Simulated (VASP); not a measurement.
Write the native input for VASP 6.6.1 that does the following.

```yaml
Task: single point
Functional: PBEsol
Potentials_or_basis: VASP PAW PBE potentials, release 64 (Si, C)
Cutoff: 520 eV
k_mesh: 12 × 12 × 12
Occupations: gaussian, width 0.05 eV
Spin: no spin polarisation
Dipole_correction: no
Further_INCAR_settings: ALGO = Normal; EDIFF = 1e-06; NBANDS = 11
```

The structure of SiC lies in POSCAR:

```
SiC
1.0
    0.0000000000      2.1420448768      2.1420448768
    2.1420448768      0.0000000000      2.1420448768
    2.1708910811      2.1708910811     -0.0288462043
Si C
1 1
Direct
    0.0000000000      0.0000000000      0.0000000000
    0.7500000000      0.7500000000      0.7500000000
```

One way to write it, as run:

INCAR

```
SYSTEM = SiC
PREC = Accurate ; ENCUT = 520
EDIFF = 1E-6 ; ISMEAR = 0
SIGMA = 0.05 ; LREAL = .False.
LASPH = .True. ; NELM = 60
ALGO = Normal ; ISIF = 2
LWAVE = .False. ; LCHARG = .False.
GGA = PS ; NBANDS = 11
```

KPOINTS

```
regular mesh
0
Gamma
  12 12 12
  0 0 0
```

Potentials or basis: VASP PAW PBE potentials, release 64 (Si, C).

Run with:

```console
$ cat potpaw_PBE.64/Si/POTCAR potpaw_PBE.64/C/POTCAR > POTCAR
$ mpirun -np 1 vasp_std > vasp.out
```

Results of the run:

```
Pressure               : 7.7 GPa
Largest force          : 0.217 eV/Å
Band gap on the k mesh : 1.16 eV, indirect (least direct gap 4.36 eV)
```

Caveat: the PAW data sets were made with another functional, which shifts forces and pressure a little.

Wall time 16 s on 1 thread of Intel Xeon 6975P-C, on a shared host, peak memory 0.16 GiB.
